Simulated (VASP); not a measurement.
TiSe: relaxation of shape and atoms at fixed volume with PBEsol

Crystal: TiSe.

```
Ti Se
1.0
     3.40697    0.00000    0.00000
    -1.70349    2.95053    0.00000
     0.00000    0.00000    6.82131
Ti Se
2 2
Direct
  0.00000 0.00000 0.00000
  0.00000 0.00000 0.50000
  0.33333 0.66667 0.25000
  0.66667 0.33333 0.75000
```

- Program: VASP 6.6.1
- Task: relaxation of shape and atoms at fixed volume
- Functional: PBEsol
- Potentials or basis: VASP PAW PBE potentials, release 64 (Ti_sv, Se)
- Cutoff: 600 eV
- k mesh: 10 × 10 × 6
- Occupations: gaussian, width 0.05 eV
- Spin: collinear spin
- Starting moments: [0.05, 0.05, 0.0, 0.0] μB
- Dipole correction: no
- Further INCAR settings: ALGO = Normal; EDIFF = 1e-06; IBRION = 2; EDIFFG = -0.01; NSW = 60; ISIF = 4

* Energy gained by relaxing: 0.1 meV/atom
* Ionic steps: 3
* Pressure after relaxing: -4.2 GPa
* Band gap on the k mesh: zero (filled and empty bands overlap)
* Net moment: 0.00 μB per cell
* Valence electrons inside the program's atomic spheres: Ti 10.26; Se 3.95

The path:
```tsv
step	energy change (eV)	largest force (eV/Å)	pressure (GPa)	volume (Å³)
1	0.0000	0.0000	-4.34	68.57
2	-0.0003	0.0000	-4.23	68.57
3	-0.0004	0.0000	-4.19	68.57
```

Final structure:
```
Ti Se
1.0
     3.41241    0.00000    0.00000
    -1.70621    2.95523    0.00000
     0.00000    0.00000    6.79959
Ti Se
2 2
Direct
  0.00000 0.00000 0.00000
  0.00000 0.00000 0.50000
  0.33333 0.66667 0.25000
  0.66667 0.33333 0.75000
```

Levels at points of the mesh, in eV from the Fermi level:
Spin up:
| k point | band 14 | band 15 | band 16 | band 17 | band 18 | band 19 | band 20 | band 21 | band 22 |
| --- | --- | --- | --- | --- | --- | --- | --- | --- | --- |
| (0.00, 0.00, 0.00) | -3.00 | -1.98 | -0.90 | -0.90 | -0.20 | -0.20 | 0.03 | 0.03 | 1.07 |
| (0.50, 0.00, 0.00) | -4.63 | -3.86 | -2.60 | -1.80 | -0.88 | 0.57 | 1.57 | 1.70 | 1.77 |
| (0.00, 0.00, 0.50) | -2.50 | -2.50 | -2.50 | -0.05 | -0.05 | 0.38 | 0.38 | 0.38 | 0.38 |
| (0.50, 0.00, 0.50) | -4.70 | -3.35 | -3.35 | -1.18 | -1.18 | 1.55 | 1.55 | 1.63 | 1.63 |
Spin down:
```tsv
k point	band 16	band 17	band 18	band 19	band 20	band 21
(0.00, 0.00, 0.00)	-0.90	-0.90	-0.20	-0.20	0.03	0.03
(0.50, 0.00, 0.00)	-2.60	-1.80	-0.88	0.57	1.57	1.70
(0.00, 0.00, 0.50)	-2.50	-0.05	-0.05	0.38	0.38	0.38
(0.50, 0.00, 0.50)	-3.35	-1.18	-1.18	1.55	1.55	1.63
```

Wall time 6.4 min on 1 thread of Oxide Virtual Turin-like Processor (shared host), peak memory 0.3 GiB.

Caveat: the PAW data sets were made with another functional, which shifts forces and pressure a little.
